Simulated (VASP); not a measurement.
# Si2Mo (I4/mmm) in VASP: a series of runs

Si2Mo is run at these levels: PBE; tasks: single point, relaxation of cell and atoms.

All numbers are computed with VASP 6.6.1; they aren't measurements. Logs are shortened: lines on timing, memory, paths and dates and some standing lists are left out, and cuts for length are marked.

### 1 The cell of the first run

The structure is tetragonal, space group I4/mmm (No. 139). Conventional cell: a = 3.313 Å, b = 3.313 Å, c = 7.731 Å, α = 90.00°, β = 90.00°, γ = 90.00°. Si (site symmetry 4mm) has 9 Si at 2.55 to 3.31 Å and 5 Mo at 2.59 to 2.67 Å within 3.4 Å. Mo (site symmetry 4/mmm) has 10 Si at 2.59 to 2.67 Å and 4 Mo at 3.31 Å within 3.4 Å.

### 2 Single point, PBE (biaxial strain in the a-b plane: +3.0 %)

File INCAR:

```
SYSTEM = Si2Mo
PREC     = Accurate       ! precision mode
ENCUT    = 520            ! plane-wave cutoff, eV
EDIFF    = 1E-6           ! SCF threshold, eV
ISMEAR   = 0              ! smearing method
SIGMA    = 0.1            ! smearing width, eV
LREAL    = .FALSE.        ! projectors in reciprocal space
LASPH    = .TRUE.         ! aspherical terms in the spheres
NELM     = 60             ! most SCF steps
ALGO     = Normal         ! electronic algorithm
ISIF     = 2              ! what is computed and relaxed
LWAVE    = .FALSE.        ! write WAVECAR
LCHARG   = .FALSE.        ! write CHGCAR
GGA      = PE             ! functional
NBANDS   = 31             ! bands
```

File KPOINTS:

```
regular mesh
0
G
  12 12 6
  0 0 0
```

File POSCAR:

```
Si2Mo
1.0
    3.3133527838      0.0000000000      0.0000000000
    0.0000000000      3.3133527838      0.0000000000
    0.0000000000      0.0000000000      7.7313056510
Si Mo
4 2
Direct
    0.0000000000      0.0000000000      0.3353717818
    0.5000000000      0.5000000000      0.1646282182
    0.5000000000      0.5000000000      0.8353717818
    0.0000000000      0.0000000000      0.6646282182
    0.0000000000      0.0000000000      0.0000000000
    0.5000000000      0.5000000000      0.5000000000
```

Potentials or basis: VASP PAW PBE potentials, release 64 (Si, Mo_sv).

Run with:

```sh
$ cat potpaw_PBE.64/Si/POTCAR potpaw_PBE.64/Mo_sv/POTCAR > POTCAR
$ mpirun -np 1 vasp_std > vasp.out
```

OUTCAR:

```text
SYSTEM = Si2Mo
   PREC = Accurate
   ENCUT = 520
   EDIFF = 1E-6
   ISMEAR = 0
   LREAL = .FALSE.
   LASPH = .TRUE.
   NELM = 60
   ISIF = 2
   GGA = PE

 ion  position               nearest neighbor table
   1  0.000  0.000  0.335-   4 2.55   5 2.59   6 2.67   6 2.67   6 2.67   6 2.67   2 2.69   2 2.69
                             2 2.69   2 2.69
   2  0.500  0.500  0.165-   3 2.55   6 2.59   5 2.67   5 2.67   5 2.67   5 2.67   1 2.69   1 2.69
                             1 2.69   1 2.69
   3  0.500  0.500  0.835-   2 2.55   6 2.59   5 2.67   5 2.67   5 2.67   5 2.67   4 2.69   4 2.69
                             4 2.69   4 2.69
   4  0.000  0.000  0.665-   1 2.55   5 2.59   6 2.67   6 2.67   6 2.67   6 2.67   3 2.69   3 2.69
                             3 2.69   3 2.69
   5  0.000  0.000  0.000-   1 2.59   4 2.59   3 2.67   2 2.67   2 2.67   3 2.67   2 2.67   3 2.67
                             2 2.67   3 2.67
   6  0.500  0.500  0.500-   2 2.59   3 2.59   1 2.67   4 2.67   1 2.67   4 2.67   1 2.67   4 2.67
                             1 2.67   4 2.67

  LATTYP: Found a simple tetragonal cell.
 ALAT       =     3.3133527838
 C/A-ratio  =     2.3333783498

  Lattice vectors:

 A1 = (   3.3133527838,   0.0000000000,   0.0000000000)
 A2 = (   0.0000000000,   3.3133527838,   0.0000000000)
 A3 = (   0.0000000000,   0.0000000000,   7.7313056510)

Analysis of symmetry for initial positions (statically):
=====================================================================
 Subroutine PRICEL returns following result:

  LATTYP: Found a body centered tetragonal cell.
 ALAT       =     3.3133527838
 C/A-ratio  =     2.3333783498

  Lattice vectors:

 A1 = (   1.6566763919,  -1.6566763919,  -3.8656528255)
 A2 = (  -1.6566763919,   1.6566763919,  -3.8656528255)
 A3 = (   1.6566763919,   1.6566763919,   3.8656528255)

   2 primitive cells build up your supercell.

 Routine SETGRP: Setting up the symmetry group for a
 simple tetragonal supercell.

 Subroutine GETGRP returns: Found 16 space group operations
 (whereof 16 operations were pure point group operations)
 out of a pool of 16 trial point group operations.

The static configuration has the point symmetry D_4h.

Analysis of symmetry for dynamics (positions and initial velocities):
=====================================================================
 Subroutine PRICEL returns following result:

  LATTYP: Found a body centered tetragonal cell.
[... 116 lines left out ...]
   LSORBIT =      F    spin-orbit coupling
   LASPH  =      T    aspherical Exc in radial PAW
   ENCUT  =  520.0 eV  38.22 Ry    6.18 a.u.   6.16  6.16 14.38*2*pi/ulx,y,z
   NELM   =     60;   NELMIN=  2; NELMDL= -5     # of ELM steps
   EDIFF  = 0.1E-05   stopping-criterion for ELM
   LREAL  =      F    real-space projection
   EDIFFG = 0.1E-04   stopping-criterion for IOM
   NSW    =      0    number of steps for IOM
   IBRION =     -1    ionic relax: 0-MD 1-quasi-New 2-CG
   NFREE  =      0    steps in history (QN), initial steepest desc. (CG)
   ISIF   =      2    stress and relaxation
   ISYM   =      2    0-nonsym 1-usesym 2-fastsym
   POTIM  = 0.5000    time-step for ionic-motion
   TEBEG  =    0.0;   TEEND  =   0.0 temperature during run
   PSTRESS=    0.0 pullay stress
   NELECT =      44.0000    total number of electrons
   NUPDOWN=      -1.0000    fix difference up-down
   EMIN   =  10.00;   EMAX   =-10.00  energy-range for DOS
   EFERMI =   0.00;   METHOD = LEGACY
   ISMEAR =     0;   SIGMA  =   0.10  broadening in eV -4-tet -1-fermi 0-gaus
   EFERMI_NEDOS =   21; number of points for ismear=-14 and -15
   IALGO  =     38    algorithm
   IMIX   =      4    mixing-type and parameters
     AMIX     =   0.40;   BMIX     =  1.00
     AMIX_MAG =   1.60;   BMIX_MAG =  1.00
  volume/ion in A,a.u.               =      14.15        95.46
  Fermi-wavevector in a.u.,A,eV,Ry     =   1.315113  2.485203 23.531569  1.729522
  Thomas-Fermi vector in A             =   2.445318
   LORBIT       =      0    0 simple, 1 ext, 2 COOP (PROOUT), +10 PAW based schemes
   GGA     = PE    functional components
   LHFCALC =     F    Hartree Fock is set to
   AEXX    =    0.0000 exact exchange contribution
   IVDW    =     0    specifies the selected vdW correction
   LEPSILON=     F    determine dielectric tensor
   LRPA    =     F    only Hartree local field effects (RPA)
 non-spin polarized calculation
 Gauss-broadening in eV      SIGMA  =   0.10
  energy-cutoff  :      520.00
  volume of cell :       84.88
 maximum number of plane-waves:      2306
 NGX is ok and might be reduce to    28

 number of electron      43.9999999 magnetization

 Free energy of the ion-electron system (eV)
  ---------------------------------------------------
  ext. energy  EPLUGINS =         0.00000000
  ---------------------------------------------------
  free energy    TOTEN  =       -46.31805207 eV

  energy without entropy =      -46.31535385  energy(sigma->0) =      -46.31670296

 E-fermi :  11.3095     XC(G=0): -12.1690

 val. band max:       11.2899353473   @ k =   0.0833   0.0000   0.5000
 cond. band min:      11.3161548987   @ k =   0.1667   0.1667   0.0000
 fundamental gap:      0.0262195514
 Fermi energy:        11.3095081105

 k-point     1 :       0.0000    0.0000    0.0000
  band No.  band energies     occupation
      1     -49.3374      2.00000
      2     -49.3368      2.00000
      3     -23.4457      2.00000
      4     -23.4388      2.00000
      5     -23.4388      2.00000
      6     -23.4369      2.00000
[... 805 lines left out ...]
     30      15.6443      0.00000
     31      16.4629      0.00000

 [... further k-points ...]
[... 5 lines left out ...]
  --------------------------------------------------------------------------------------
  -------------------------------------------------------------------------------------
  Total       -6.2166452     -6.2166452      2.3400377      0.0000000     -0.0000000      0.0000000
  in kB     -117.3487485   -117.3487485     44.1718149      0.0000000     -0.0000000      0.0000000
  external PRESSURE =     -63.5085607 kB  Pullay stress =       0.0000000 kB

 VOLUME and BASIS-vectors are now :
 -----------------------------------------------------------------------------
  energy-cutoff  :      520.00
  volume of cell :       84.88
      direct lattice vectors                 reciprocal lattice vectors
     3.313352784  0.000000000  0.000000000     0.301809093  0.000000000  0.000000000
     0.000000000  3.313352784  0.000000000     0.000000000  0.301809093  0.000000000
     0.000000000  0.000000000  7.731305651     0.000000000  0.000000000  0.129344259

 POSITION                                       TOTAL-FORCE (eV/Angst)
 -----------------------------------------------------------------------------------
      0.00000      0.00000      2.59286        -0.000000     -0.000000      0.004901
      1.65668      1.65668      1.27279         0.000000      0.000000     -0.004901
      1.65668      1.65668      6.45851         0.000000      0.000000      0.004901
      0.00000      0.00000      5.13844        -0.000000     -0.000000     -0.004901
      0.00000      0.00000      0.00000        -0.000000     -0.000000     -0.000000
      1.65668      1.65668      3.86565        -0.000000     -0.000000     -0.000000
 -----------------------------------------------------------------------------------
    total drift:                               -0.000000      0.000000      0.000000

  FREE ENERGIE OF THE ION-ELECTRON SYSTEM (eV)
  ---------------------------------------------------
  free  energy   TOTEN  =       -46.3180520658 eV

  energy  without entropy=      -46.3153538496  energy(sigma->0) =      -46.31670296
```

Wall time 3.6 min (1 thread of Intel Xeon Platinum 8259CL at 2.50GHz (Skylake/Cascade Lake), shared host); peak memory 0.36 GiB.

What came out:

```
Free energy            : -46.3181 eV
Pressure               : -6.4 GPa
Largest force          : 0.005 eV/Å
Band gap on the k mesh : zero (band 22 reaches 11.69 eV, above the bottom of band 23 at 10.96 eV)
```

Forces in eV/Å, atoms in the order of the input:
```
Si   0.000  0.000  0.005
Si   0.000  0.000 -0.005
Si   0.000  0.000  0.005
Si   0.000  0.000 -0.005
Mo   0.000  0.000  0.000
Mo   0.000  0.000  0.000
```

Stress tensor (GPa, compression positive):
```
-11.73   0.00   0.00
  0.00 -11.73   0.00
  0.00   0.00   4.42
```

Levels at points of the mesh, in eV from the Fermi level:
```tsv
k point	band 20	band 21	band 22	band 23	band 24	band 25
(0.00, 0.00, 0.00)	-0.64	-0.35	-0.35	0.26	0.42	2.75
(0.50, 0.00, 0.00)	-1.66	-0.66	-0.66	1.81	1.81	3.36
(0.50, 0.50, 0.00)	-2.41	-1.13	-1.13	2.06	2.06	2.63
(0.00, 0.00, 0.50)	-1.55	0.34	0.34	1.61	1.61	1.61
(0.50, 0.00, 0.50)	-2.15	-0.41	-0.41	2.03	2.03	2.90
(0.50, 0.50, 0.50)	-1.73	-1.73	-1.73	0.54	0.54	2.06
```

Caveat: the cell differs from its parent crystal (biaxial strain in the a-b plane: +3.0 %).

### 3 Single point, PBE (biaxial strain in the a-b plane: +3.0 %, then relaxed in part)

File INCAR:

```
PREC = Accurate
ENCUT = 520
EDIFF = 1E-6
ISMEAR = 0
SIGMA = 0.1
LREAL = F
LASPH = T
NELM = 80
ALGO = Normal
ISIF = 2
LWAVE = F
LCHARG = F
GGA = PE
NBANDS = 31
```

File KPOINTS:

```
Automatic mesh
0
Gamma
  12 12 6
```

File POSCAR:

```
Si2Mo
1.0
    3.3133527838      0.0000000000      0.0000000000
    0.0000000000      3.3133527838      0.0000000000
    0.0000000000      0.0000000000      7.7983249355
Si Mo
4 2
Direct
    0.0000000000      0.0000000000      0.3355718761
    0.5000000000      0.5000000000      0.1644281239
    0.5000000000      0.5000000000      0.8355718761
    0.0000000000      0.0000000000      0.6644281239
    0.0000000000      0.0000000000      0.0000000000
    0.5000000000      0.5000000000      0.5000000000
```

Potentials or basis: VASP PAW PBE potentials, release 64 (Si, Mo_sv).

Run with:

```sh
$ cat potpaw_PBE.64/Si/POTCAR potpaw_PBE.64/Mo_sv/POTCAR > POTCAR
$ mpirun -np 1 vasp_std > vasp.out
```

It took 3.5 min on 1 thread of Intel Xeon Platinum 8259CL at 2.50GHz (Skylake/Cascade Lake), shared host; peak memory 0.36 GiB.

It converged, with:

```
Free energy            : -46.3284 eV
Pressure               : -8.1 GPa
Band gap on the k mesh : zero (band 22 reaches 11.59 eV, above the bottom of band 23 at 10.83 eV)
```

Stress tensor (GPa, compression positive):
```
-12.23   0.00   0.00
  0.00 -12.23   0.00
  0.00   0.00   0.15
```

Levels at points of the mesh, in eV from the Fermi level:
```tsv
k point	band 20	band 21	band 22	band 23	band 24	band 25
(0.00, 0.00, 0.00)	-0.61	-0.38	-0.38	0.27	0.42	2.72
(0.50, 0.00, 0.00)	-1.75	-0.63	-0.63	1.79	1.79	3.29
(0.50, 0.50, 0.00)	-2.46	-1.15	-1.15	2.04	2.04	2.58
(0.00, 0.00, 0.50)	-1.62	0.34	0.34	1.59	1.59	1.59
(0.50, 0.00, 0.50)	-2.17	-0.41	-0.41	2.01	2.01	2.91
(0.50, 0.50, 0.50)	-1.76	-1.76	-1.76	0.46	0.46	2.04
```

Caveat: the cell differs from its parent crystal (biaxial strain in the a-b plane: +3.0 %, then relaxed in part).

### 4 Relaxation of cell and atoms, PBE, target pressure 5 GPa, at which the enthalpy is minimised

This run uses another cell than the first one: it holds 3 atoms, not 6.

File INCAR:

```
ALGO = Normal
EDIFF = 1E-6
EDIFFG = -0.008
ENCUT = 600
GGA = PE
IBRION = 2
ISIF = 3
ISMEAR = 0
LASPH = True
LCHARG = False
LREAL = False
LWAVE = False
NELM = 60
NSW = 70
PREC = Accurate
PSTRESS = 50.0
SIGMA = 0.1
```

File KPOINTS:

```
k-points
0
Gamma
  18 18 18
```

File POSCAR:

```
Si2Mo
1.0
   -1.5954149516      1.5954149516      3.9076934887
    1.5954149516     -1.5954149516      3.9076934887
    1.5954149516      1.5954149516     -3.9076934887
Si Mo
2 1
Direct
    0.3349420558      0.3349420558      0.0000000000
    0.6650579442      0.6650579442      0.0000000000
    0.0000000000      0.0000000000      0.0000000000
```

Potentials or basis: VASP PAW PBE potentials, release 64 (Si, Mo_sv).

Run with:

```sh
$ cat potpaw_PBE.64/Si/POTCAR potpaw_PBE.64/Mo_sv/POTCAR > POTCAR
$ mpirun -np 1 vasp_std > vasp.out
```

OUTCAR:

```text
EDIFF = 1E-6
   EDIFFG = -0.008
   ENCUT = 600
   GGA = PE
   IBRION = 2
   ISIF = 3
   ISMEAR = 0
   LASPH = True
   LREAL = False
   NELM = 60
   NSW = 70
   PREC = Accurate
   PSTRESS = 50.0

 ion  position               nearest neighbor table
   1  0.335  0.335  0.000-   2 2.58   3 2.60   3 2.60   3 2.60   3 2.60   3 2.62   2 2.62   2 2.62
                             2 2.62   2 2.62
   2  0.665  0.665  0.000-   1 2.58   3 2.60   3 2.60   3 2.60   3 2.60   3 2.62   1 2.62   1 2.62
                             1 2.62   1 2.62
   3  0.000  0.000  0.000-   2 2.60   2 2.60   2 2.60   1 2.60   2 2.60   1 2.60   1 2.60   1 2.60
                             1 2.62   2 2.62

  LATTYP: Found a body centered tetragonal cell.
 ALAT       =     3.1908299032
 C/A-ratio  =     2.4493273582

  Lattice vectors:

[... 311 lines left out ...]
 cond. band min:      12.4190677322   @ k =  -0.3333  -0.3333   0.2778
 fundamental gap:      0.0745704076
 Fermi energy:        12.4183589901

 k-point     1 :       0.0000    0.0000    0.0000
  band No.  band energies     occupation
      1     -48.2910      2.00000
      2     -22.4515      2.00000
      3     -22.3678      2.00000
      4     -22.3678      2.00000
      5      -1.0895      2.00000
      6       5.9716      2.00000
      7       9.0066      2.00000
      8       9.3238      2.00000
      9       9.7672      2.00000
     10       9.7672      2.00000
     11      12.7983      0.00000
     12      15.5654      0.00000
     13      15.6237      0.00000
     14      15.9852      0.00000
[... 401 lines left out ...]
      2     -22.4781      2.00000
      3     -22.4413      2.00000
      4     -22.3653      2.00000
      5      -0.2156      2.00000
      6       6.0405      2.00000
      7       7.3289      2.00000
      8       9.1642      2.00000
      9       9.7816      2.00000
     10      10.5789      2.00000
     11      11.1087      2.00000
     12      14.2920      0.00000
     13      14.6727      0.00000
     14      16.5349      0.00000
     15      16.8206      0.00000

 [... further k-points ...]
[... 5 lines left out ...]
  --------------------------------------------------------------------------------------
  -------------------------------------------------------------------------------------
  Total        1.2545919      1.2545919      1.2420279      0.0000000     -0.0000000      0.0000000
  in kB       50.4816933     50.4816933     49.9761464      0.0000000     -0.0000000      0.0000000
  external PRESSURE =       0.3131777 kB  Pullay stress =      50.0000000 kB
[... 22 lines left out ...]
  energy  without entropy=      -23.2463445086  energy(sigma->0) =      -23.24691871

  enthalpy is  TOTEN    =       -22.0048722131 eV   P V=        1.2426206887

 reached required accuracy - stopping structural energy minimisation
```

OSZICAR:

```text
N       E                     dE             d eps       ncg     rms          rms(c)
DAV:   1     0.138143519529E+03    0.13814E+03   -0.12489E+04 14400   0.156E+03
[... 30 lines left out ...]
   3 F= -.22004851E+02 E0= -.22004275E+02  d E =-.875229E-04
       N       E                     dE             d eps       ncg     rms          rms(c)
DAV:   1    -0.232475852766E+02    0.60056E-03   -0.27024E-03 16101   0.546E-01    0.104E-01
DAV:   2    -0.232475060305E+02    0.79246E-04   -0.72021E-04 16381   0.210E-01    0.297E-02
DAV:   3    -0.232474936386E+02    0.12392E-04   -0.60294E-05 16544   0.486E-02    0.114E-02
DAV:   4    -0.232474922944E+02    0.13442E-05   -0.74251E-06 17151   0.254E-02    0.741E-03
DAV:   5    -0.232474929018E+02   -0.60742E-06   -0.32811E-07  7676   0.514E-03
   4 F= -.22004872E+02 E0= -.22004298E+02  d E =-.212185E-04
```

Run time: 13 min. Hardware: 1 thread of Intel Xeon 6975P-C, shared host; peak memory 0.5 GiB.

What came out:

- Free energy: -23.2475 eV
- Relaxed volume: 13.27 Å³/atom
- Relaxed cell: a = 4.515 Å, b = 4.515 Å, c = 4.515 Å, α = 138.62°, β = 138.62°, γ = 59.96°
- Space group after relaxing (to 0.05 Å): I4/mmm (No. 139)
- Energy change on relaxing (the enthalpy is what falls): -0.4 meV/atom
- Ionic steps: 4
- Pressure after relaxing: 5.0 GPa
- Band gap on the k mesh: zero (band 11 reaches 12.90 eV, above the bottom of band 12 at 11.93 eV)

The path:
| step | energy change (eV) | largest force (eV/Å) | pressure (GPa) | volume (Å³) |
| --- | --- | --- | --- | --- |
| 1 | 0.0000 | 0.0366 | 5.27 | 39.79 |
| 2 | -0.0039 | 0.0066 | 4.47 | 39.91 |
| 3 | -0.0018 | 0.0177 | 4.92 | 39.84 |
| 4 | -0.0011 | 0.0006 | 5.03 | 39.82 |

Final structure:
```yaml
crystal:
  lattice:
    - [-1.59538, 1.59538, 3.91103]
    - [1.59538, -1.59538, 3.91103]
    - [1.59538, 1.59538, -3.91103]
  atoms:
    - { symbol: Si, position: [0.33473, 0.33473, 0.00000] }
    - { symbol: Si, position: [0.66527, 0.66527, 0.00000] }
    - { symbol: Mo, position: [0.00000, 0.00000, 0.00000] }
```

Levels at points of the mesh, in eV from the Fermi level:
```tsv
k point	band 8	band 9	band 10	band 11	band 12	band 13	band 14	band 15
(0.00, 0.00, 0.00)	-3.09	-2.65	-2.65	0.38	3.15	3.21	3.57	3.57
(0.50, 0.00, 0.00)	-4.52	-2.61	-2.60	-0.52	2.30	3.11	4.14	4.23
(0.50, 0.50, 0.00)	-5.21	-4.48	-3.10	-1.20	2.35	2.77	3.16	3.35
(0.50, 0.50, 0.50)	-2.23	-0.59	-0.59	-0.48	-0.48	0.52	4.75	5.25
```

Caveat: the cell is relaxed towards a set pressure, so the enthalpy falls and the energy may rise.

### 5 Single point, PBE

This run uses another cell than the first one: it holds 3 atoms, not 6.

File INCAR:

```
  PREC = Accurate
  ENCUT = 520
  EDIFF = 1E-6
  ISMEAR = 0
  SIGMA = 0.1
  LREAL = False
  LASPH = True
  NELM = 100
  ALGO = Normal
  ISIF = 2
  LWAVE = False
  LCHARG = True
  GGA = PE
  LELF = True
  LVHAR = True
  NBANDS = 18
```

File KPOINTS:

```
regular mesh
0
Gamma
  18 18 18
```

File POSCAR:

```
Si2Mo
1.0
   -1.6143038095      1.6143038095      3.9476964704
    1.6143038095     -1.6143038095      3.9476964704
    1.6143038095      1.6143038095     -3.9476964704
Si Mo
2 1
Direct
    0.3352645665      0.3352645665      0.0000000000
    0.6647354335      0.6647354335      0.0000000000
    0.0000000000      0.0000000000      0.0000000000
```

Run with:

```sh
$ cat potpaw_PBE.64/Si/POTCAR potpaw_PBE.64/Mo_sv/POTCAR > POTCAR
$ mpirun -np 1 vasp_std > vasp.out
```

Wall time 19 min (1 thread of AMD EPYC 7R43 (Zen 3), shared host); peak memory 0.42 GiB.

Results (log left out):

- Free energy: -23.2601 eV
- Pressure: -1.9 GPa
- Largest force: 0.005 eV/Å
- Band gap on the k mesh: zero (band 11 reaches 12.36 eV, above the bottom of band 12 at 11.43 eV)

Forces on the atoms (eV/Å):
```
Si   0.000  0.000 -0.005
Si   0.000  0.000  0.005
Mo   0.000  0.000  0.000
```

Levels at points of the mesh, in eV from the Fermi level:
```
           k point  band 9  band 10  band 11  band 12  band 13  band 14
(0.00, 0.00, 0.00)   -2.55    -2.55     0.35     3.02     3.29     3.43
(0.50, 0.00, 0.00)   -2.52    -2.48    -0.48     2.18     3.06     3.90
(0.50, 0.50, 0.00)   -4.34    -2.95    -1.22     2.22     2.63     3.08
(0.50, 0.50, 0.50)   -0.56    -0.56    -0.48    -0.48     0.48     4.67
```

### 6 The runs side by side

```tsv
task	cell	k mesh	cutoff (eV)	gap on the mesh (eV)	pressure (GPa)
single point	a = 3.313, b = 3.313, c = 7.731 Å, 6 atoms	12 × 12 × 6	520	none	-6.4
single point	a = 3.313, b = 3.313, c = 7.798 Å, 6 atoms	12 × 12 × 6	520	none	-8.1
relaxation of cell and atoms	relaxed to 5 GPa from a = 4.512 Å, angles 138.6, 138.6, 60.0°, 3 atoms	18 × 18 × 18	600	none	5.0
single point	a = 4.560 Å, angles 138.5, 138.5, 60.1°, 3 atoms	18 × 18 × 18	520	none	-1.9
```

Alike in all rows: level PBE; potentials or basis VASP PAW PBE potentials, release 64 (Si, Mo_sv); no spin polarisation; smearing gaussian 0.1 eV.

Caveats: the cell is relaxed towards a set pressure, so the enthalpy falls and the energy may rise (some runs).

Total energies depend on the potentials used, so only differences within one code and one set of settings carry meaning.
